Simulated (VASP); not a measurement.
# Au (Fm-3m) in VASP: a series of runs, part 2 of 2

VASP 6.6.1. Earlier steps stand in the parts before.

### 5 Single point, PBEsol

This run uses another cell than the first one, of 16.57 Å³/atom, 1.064 times its volume.

INCAR

```
PREC     = Accurate       # precision mode
ENCUT    = 520            # plane-wave cutoff, eV
EDIFF    = 1E-7           # SCF threshold, eV
ISMEAR   = -1             # smearing method
SIGMA    = 0.05           # smearing width, eV
LREAL    = False          # projectors in reciprocal space
LASPH    = True           # aspherical terms in the spheres
NELM     = 60             # most SCF steps
ALGO     = Normal         # electronic algorithm
ISIF     = 2              # what is computed and relaxed
LWAVE    = False          # write WAVECAR
LCHARG   = False          # write CHGCAR
GGA      = PS             # functional
NBANDS   = 12             # bands
```

KPOINTS

```
Automatic mesh
0
Gamma
  11 11 11
```

POSCAR

```
Au
1.0
    0.0000000000      2.0233052689      2.0233052689
    2.0233052689      0.0000000000      2.0233052689
    2.0233052689      2.0233052689      0.0000000000
Au
1
Direct
    0.0000000000      0.0000000000      0.0000000000
```

Potentials or basis: VASP PAW PBE potentials, release 64 (Au).

Launch:

```
cat potpaw_PBE.64/Au/POTCAR > POTCAR
mpirun -np 1 vasp_std > vasp.out
```

OUTCAR:

```text
PREC = Accurate
   ENCUT = 520
   EDIFF = 1E-7
   ISMEAR = -1
   LREAL = False
   LASPH = True
   NELM = 60
   ISIF = 2
   GGA = PS

 ion  position               nearest neighbor table
   1  0.000  0.000  0.000-

  LATTYP: Found a face centered cubic cell.
 ALAT       =     4.0466105378

  Lattice vectors:

 A1 = (   0.0000000000,   2.0233052689,   2.0233052689)
 A2 = (   2.0233052689,   0.0000000000,   2.0233052689)
 A3 = (   2.0233052689,   2.0233052689,   0.0000000000)

Analysis of symmetry for initial positions (statically):
=====================================================================
 Subroutine PRICEL returns:
 Original cell was already a primitive cell.

 Routine SETGRP: Setting up the symmetry group for a
 face centered cubic supercell.

 Subroutine GETGRP returns: Found 48 space group operations
[... 9 lines left out ...]

 Routine SETGRP: Setting up the symmetry group for a
 face centered cubic supercell.

 Subroutine GETGRP returns: Found 48 space group operations
[... 11 lines left out ...]
                                     Primitive cell

  volume of cell :      16.5659

  direct lattice vectors                    reciprocal lattice vectors
     0.000000000  2.023305269  2.023305269    -0.247120396  0.247120396  0.247120396
     2.023305269  0.000000000  2.023305269     0.247120396 -0.247120396  0.247120396
     2.023305269  2.023305269  0.000000000     0.247120396  0.247120396 -0.247120396

  length of vectors
     2.861385752  2.861385752  2.861385752     0.428025082  0.428025082  0.428025082

  position of ions in fractional coordinates (direct lattice)
     0.000000000  0.000000000  0.000000000

  ion indices of the primitive-cell ions
   primitive index   ion index
                 1           1

----------------------------------------------------------------------------------------

 KPOINTS: Automatic mesh

Automatic generation of k-mesh.
 Grid dimensions read from file:
 generate k-points for:   11   11   11

 Generating k-lattice:

  Cartesian coordinates                     Fractional coordinates (reciprocal lattice)
    -0.022465491  0.022465491  0.022465491     0.090909091  0.000000000  0.000000000
     0.022465491 -0.022465491  0.022465491     0.000000000  0.090909091  0.000000000
     0.022465491  0.022465491 -0.022465491     0.000000000  0.000000000  0.090909091

  Length of vectors
     0.038911371  0.038911371  0.038911371

  Shift w.r.t. Gamma in fractional coordinates (k-lattice)
     0.000000000  0.000000000  0.000000000

 Subroutine IBZKPT returns following result:
 ===========================================

 Found     56 irreducible k-points:

 Following reciprocal coordinates:
            Coordinates               Weight
  0.000000  0.000000  0.000000      1.000000
  0.090909  0.000000  0.000000      8.000000
  0.181818  0.000000  0.000000      8.000000
  0.272727  0.000000  0.000000      8.000000
  0.363636  0.000000  0.000000      8.000000
  0.454545  0.000000  0.000000      8.000000
[... 16 lines left out ...]
 -0.272727  0.181818  0.000000     24.000000
 -0.181818  0.181818  0.000000     12.000000
 [... further k-points ...]
   k-points           NKPTS =     56   k-points in BZ     NKDIM =     56   number of bands    NBANDS=     12
   number of dos      NEDOS =    301   number of ions     NIONS =      1
   total plane-waves  NPLWV =  13824
   dimension x,y,z NGX =    24 NGY =   24 NGZ =   24
   dimension x,y,z NGXF=    48 NGYF=   48 NGZF=   48
   ions per type =               1
   NGX,Y,Z   is equivalent  to a cutoff of  13.94, 13.94, 13.94 a.u.
   NGXF,Y,Z  is equivalent  to a cutoff of  27.89, 27.89, 27.89 a.u.
 SYSTEM =  unknown system
   PREC   = accura    normal or accurate (medium, high low for compatibility)
   ISTART =      0    job   : 0-new  1-cont  2-samecut
   ICHARG =      2    charge: 1-file 2-atom 10-const
   ISPIN  =      1    spin polarized calculation?
   LNONCOLLINEAR =      F non collinear calculations
   LSORBIT =      F    spin-orbit coupling
   LASPH  =      T    aspherical Exc in radial PAW
   ENCUT  =  520.0 eV  38.22 Ry    6.18 a.u.   5.32  5.32  5.32*2*pi/ulx,y,z
   NELM   =     60;   NELMIN=  2; NELMDL= -5     # of ELM steps
   EDIFF  = 0.1E-06   stopping-criterion for ELM
   LREAL  =      F    real-space projection
   EDIFFG = 0.1E-05   stopping-criterion for IOM
   NSW    =      0    number of steps for IOM
   IBRION =     -1    ionic relax: 0-MD 1-quasi-New 2-CG
   NFREE  =      0    steps in history (QN), initial steepest desc. (CG)
   ISIF   =      2    stress and relaxation
   ISYM   =      2    0-nonsym 1-usesym 2-fastsym
   POTIM  = 0.5000    time-step for ionic-motion
   TEBEG  =    0.0;   TEEND  =   0.0 temperature during run
   PSTRESS=    0.0 pullay stress
   NELECT =      11.0000    total number of electrons
   NUPDOWN=      -1.0000    fix difference up-down
   EMIN   =  10.00;   EMAX   =-10.00  energy-range for DOS
[... 5 lines left out ...]
     AMIX     =   0.40;   BMIX     =  1.00
     AMIX_MAG =   1.60;   BMIX_MAG =  1.00
  volume/ion in A,a.u.               =      16.57       111.79
  Fermi-wavevector in a.u.,A,eV,Ry     =   1.428239  2.698981 27.754083  2.039868
  Thomas-Fermi vector in A             =   2.548322
   LORBIT       =      0    0 simple, 1 ext, 2 COOP (PROOUT), +10 PAW based schemes
   GGA     = PS    functional components
   LHFCALC =     F    Hartree Fock is set to
   AEXX    =    0.0000 exact exchange contribution
   IVDW    =     0    specifies the selected vdW correction
   LEPSILON=     F    determine dielectric tensor
   LRPA    =     F    only Hartree local field effects (RPA)
 non-spin polarized calculation
  energy-cutoff  :      520.00
  volume of cell :       16.57
 maximum number of plane-waves:       459
 NGX is ok and might be reduce to    24
   NGX = 11   NGY = 11   NGZ = 11

 number of electron      10.9999999 magnetization

 Free energy of the ion-electron system (eV)
  ---------------------------------------------------
  ext. energy  EPLUGINS =         0.00000000
  ---------------------------------------------------
  free energy    TOTEN  =        -3.92667911 eV

  energy without entropy =       -3.92497372  energy(sigma->0) =       -3.92582641

 E-fermi :   9.7462     XC(G=0): -13.0525

 val. band max:        9.6242628122   @ k =   0.4545   0.2727   0.0000
 cond. band min:       9.8310989081   @ k =  -0.4545   0.0909   0.0000
 fundamental gap:      0.2068360959
 Fermi energy:         9.7461571327

 k-point     1 :       0.0000    0.0000    0.0000
  band No.  band energies     occupation
      1      -0.4669      2.00000
      2       4.9253      2.00000
      3       4.9253      2.00000
      4       4.9253      2.00000
      5       6.5321      2.00000
      6       6.5321      2.00000
      7      24.2187      0.00000
      8      28.3739      0.00000
      9      28.3739      0.00000
     10      28.3739      0.00000
     11      33.3329      0.00000
     12      38.3220      0.00000

 k-point     2 :       0.0909    0.0000    0.0000
  band No.  band energies     occupation
      1      -0.1734      2.00000
      2       4.8292      2.00000
      3       5.0251      2.00000
      4       5.0251      2.00000
      5       6.4889      2.00000
      6       6.4889      2.00000
      7      24.5618      0.00000
      8      26.7455      0.00000
      9      28.7366      0.00000
     10      28.7366      0.00000
     11      34.2431      0.00000
     12      36.3477      0.00000
[... 301 lines left out ...]
 k-point    23 :      -0.2727    0.1818    0.0000
  band No.  band energies     occupation
      1       2.9252      2.00000
      2       4.5161      2.00000
      3       4.8966      2.00000
      4       5.6382      2.00000
      5       6.5199      2.00000
      6       8.8420      2.00000
      7      18.3287      0.00000
      8      22.2000      0.00000
      9      26.2404      0.00000
     10      29.4113      0.00000
     11      31.0537      0.00000
     12      35.5125      0.00000

 k-point    24 :      -0.1818    0.1818    0.0000
  band No.  band energies     occupation
      1       2.1726      2.00000
      2       4.2760      2.00000
      3       5.1265      2.00000
      4       5.8420      2.00000
      5       5.8866      2.00000
      6       7.7846      2.00000
      7      21.2680      0.00000
      8      23.3095      0.00000
      9      27.5300      0.00000
     10      29.0248      0.00000
     11      31.9226      0.00000
     12      34.6606      0.00000

 [... further k-points ...]

------------------------ aborting loop because EDIFF is reached ----------------------------------------

  FORCE on cell =-STRESS in cart. coord.  units (eV):
  Direction    XX          YY          ZZ          XY          YZ          ZX
  --------------------------------------------------------------------------------------
  -------------------------------------------------------------------------------------
  Total        0.4876862      0.4876862      0.4876862      0.0000000      0.0000000      0.0000000
  in kB       47.1668457     47.1668457     47.1668457      0.0000000      0.0000000      0.0000000
  external PRESSURE =      47.1668457 kB  Pullay stress =       0.0000000 kB

 VOLUME and BASIS-vectors are now :
 -----------------------------------------------------------------------------
  energy-cutoff  :      520.00
  volume of cell :       16.57
      direct lattice vectors                 reciprocal lattice vectors
     0.000000000  2.023305269  2.023305269    -0.247120396  0.247120396  0.247120396
     2.023305269  0.000000000  2.023305269     0.247120396 -0.247120396  0.247120396
     2.023305269  2.023305269  0.000000000     0.247120396  0.247120396 -0.247120396

 POSITION                                       TOTAL-FORCE (eV/Angst)
 -----------------------------------------------------------------------------------
      0.00000      0.00000      0.00000         0.000000      0.000000      0.000000
 -----------------------------------------------------------------------------------
    total drift:                               -0.000000      0.000000     -0.000000

  FREE ENERGIE OF THE ION-ELECTRON SYSTEM (eV)
  ---------------------------------------------------
  free  energy   TOTEN  =        -3.9266791081 eV

  energy  without entropy=       -3.9249737179  energy(sigma->0) =       -3.92582641
```

It took 4.5 s on 1 thread of Intel Xeon 6975P-C, shared host; peak memory 0.15 GiB.

What came out:

```
Free energy : -3.9267 eV
Pressure    : 4.7 GPa
```

Levels at points of the mesh, in eV from the Fermi level:
```csv
k point,band 2,band 3,band 4,band 5,band 6,band 7,band 8,band 9,band 10,band 11
"(0.00, 0.00, 0.00)",-4.82,-4.82,-4.82,-3.21,-3.21,14.47,18.63,18.63,18.63,23.59
```

Caveat: the PAW data sets were made with another functional, which shifts forces and pressure a little; spin-orbit coupling is left out, which moves the levels of the heavy elements.

### 6 Single point, PBEsol

This run uses another cell than the first one, of 16.19 Å³/atom, 1.040 times its volume.

INCAR

```
SYSTEM = Au
PREC = Accurate ; ENCUT = 520
EDIFF = 1E-7 ; ISMEAR = -1
SIGMA = 0.05 ; LREAL = .False.
LASPH = .True. ; NELM = 80
ALGO = Normal ; ISIF = 2
LWAVE = .False. ; LCHARG = .False.
GGA = PS ; NBANDS = 12
```

KPOINTS

```
Automatic mesh
0
Gamma
  11 11 11
  0 0 0
```

POSCAR

```
Au
1.0
    0.0000000000      2.0078085756      2.0078085756
    2.0078085756      0.0000000000      2.0078085756
    2.0078085756      2.0078085756      0.0000000000
Au
1
Direct
    0.0000000000      0.0000000000      0.0000000000
```

Potentials or basis: VASP PAW PBE potentials, release 64 (Au).

Launch:

```
cat potpaw_PBE.64/Au/POTCAR > POTCAR
mpirun -np 1 vasp_std > vasp.out
```

OUTCAR:

```text
SYSTEM = Au
   PREC = Accurate
   ENCUT = 520
   EDIFF = 1E-7
   ISMEAR = -1
   LREAL = .False.
   LASPH = .True.
   NELM = 80
   ISIF = 2
   GGA = PS

 ion  position               nearest neighbor table
   1  0.000  0.000  0.000-

  LATTYP: Found a face centered cubic cell.
 ALAT       =     4.0156171512

  Lattice vectors:

 A1 = (   0.0000000000,   2.0078085756,   2.0078085756)
 A2 = (   2.0078085756,   0.0000000000,   2.0078085756)
[... 539 lines left out ...]
     12      35.4164      0.00000

 [... further k-points ...]

------------------------ aborting loop because EDIFF is reached ----------------------------------------

  FORCE on cell =-STRESS in cart. coord.  units (eV):
  Direction    XX          YY          ZZ          XY          YZ          ZX
  --------------------------------------------------------------------------------------
  -------------------------------------------------------------------------------------
  Total        0.9799590      0.9799590      0.9799590      0.0000000      0.0000000      0.0000000
  in kB       96.9888021     96.9888021     96.9888021      0.0000000      0.0000000      0.0000000
  external PRESSURE =      96.9888021 kB  Pullay stress =       0.0000000 kB

 VOLUME and BASIS-vectors are now :
 -----------------------------------------------------------------------------
  energy-cutoff  :      520.00
  volume of cell :       16.19
      direct lattice vectors                 reciprocal lattice vectors
     0.000000000  2.007808576  2.007808576    -0.249027724  0.249027724  0.249027724
     2.007808576  0.000000000  2.007808576     0.249027724 -0.249027724  0.249027724
     2.007808576  2.007808576  0.000000000     0.249027724  0.249027724 -0.249027724

 POSITION                                       TOTAL-FORCE (eV/Angst)
 -----------------------------------------------------------------------------------
      0.00000      0.00000      0.00000        -0.000000     -0.000000      0.000000
 -----------------------------------------------------------------------------------
    total drift:                               -0.000000      0.000000     -0.000000

  FREE ENERGIE OF THE ION-ELECTRON SYSTEM (eV)
  ---------------------------------------------------
  free  energy   TOTEN  =        -3.9095204733 eV

  energy  without entropy=       -3.9074568464  energy(sigma->0) =       -3.90848866
```

OSZICAR:

```text
N       E                     dE             d eps       ncg     rms          rms(c)
DAV:   1     0.486558339776E+02    0.48656E+02   -0.54840E+03  1376   0.813E+02
DAV:   2    -0.352595247484E+01   -0.52182E+02   -0.48477E+02  1584   0.189E+02
DAV:   3    -0.424622920289E+01   -0.72028E+00   -0.71957E+00  1596   0.211E+01
DAV:   4    -0.424864801147E+01   -0.24188E-02   -0.24187E-02  1632   0.141E+00
DAV:   5    -0.424866481006E+01   -0.16799E-04   -0.16799E-04  1640   0.111E-01    0.112E+01
DAV:   6    -0.393933278796E+01    0.30933E+00   -0.77869E-01  1456   0.720E+00    0.681E+00
DAV:   7    -0.391281565172E+01    0.26517E-01   -0.84820E-02  1588   0.235E+00    0.301E+00
DAV:   8    -0.390952992461E+01    0.32857E-02   -0.24343E-03  1508   0.467E-01    0.307E-01
DAV:   9    -0.390951794866E+01    0.11976E-04   -0.10547E-05  1628   0.293E-02    0.136E-02
DAV:  10    -0.390952042663E+01   -0.24780E-05   -0.11050E-06  1648   0.780E-03    0.127E-03
DAV:  11    -0.390952047326E+01   -0.46631E-07   -0.38304E-08  1048   0.162E-03
   1 F= -.39095205E+01 E0= -.39084887E+01  d E =-.206363E-02
```

stdout:

```text
POSCAR found type information on POSCAR Au
 POSCAR found :  1 types and       1 ions
 scaLAPACK will be used
 -----------------------------------------------------------------------------
|                                                                             |
|                                                                             |
|     You enforced a specific xc type in the INCAR file but a different       |
|     I HOPE YOU KNOW WHAT YOU ARE DOING!                                     |
|                                                                             |
 -----------------------------------------------------------------------------

 LDA part: xc-table for (Slater+PW92), standard interpolation
 POSCAR, INCAR and KPOINTS ok, starting setup
 FFT: planning ... GRIDC
 FFT: planning ... GRID_SOFT
 FFT: planning ... GRID
 WAVECAR not read
 entering main loop
```

It took 4.2 s on 1 thread of Intel Xeon 6975P-C, shared host; peak memory 0.15 GiB.

Results:

```yaml
Free_energy: -3.9095 eV
Pressure: 9.7 GPa
```

Levels at points of the mesh, in eV from the Fermi level:
| k point | band 3 | band 4 | band 5 | band 6 | band 7 | band 8 | band 9 | band 10 |
| --- | --- | --- | --- | --- | --- | --- | --- | --- |
| (0.00, 0.00, 0.00) | -4.94 | -4.94 | -3.26 | -3.26 | 14.45 | 18.74 | 18.74 | 18.74 |

Caveat: the PAW data sets were made with another functional, which shifts forces and pressure a little; spin-orbit coupling is left out, which moves the levels of the heavy elements.

### 7 Overview

| cell | gap on the mesh (eV) | pressure (GPa) |
| --- | --- | --- |
| a = 2.803 Å, angles 60.0°, 1 atom | none | 19.7 |
| a = 2.772 Å, angles 60.0°, 1 atom | none | 29.7 |
| a = 2.887 Å, angles 60.0°, 1 atom | none | -0.3 |
| a = 2.861 Å, angles 60.0°, 1 atom | none | 4.7 |
| a = 2.839 Å, angles 60.0°, 1 atom | none | 9.7 |

Alike in all rows: task single point; level PBEsol; potentials or basis VASP PAW PBE potentials, release 64 (Au); no spin polarisation; k mesh 11 × 11 × 11; cutoff (eV) 520; smearing fermi-dirac 0.05 eV.

Caveats: the PAW data sets were made with another functional, which shifts forces and pressure a little; spin-orbit coupling is left out, which moves the levels of the heavy elements.

Total energies depend on the potentials used, so only differences within one code and one set of settings carry meaning.
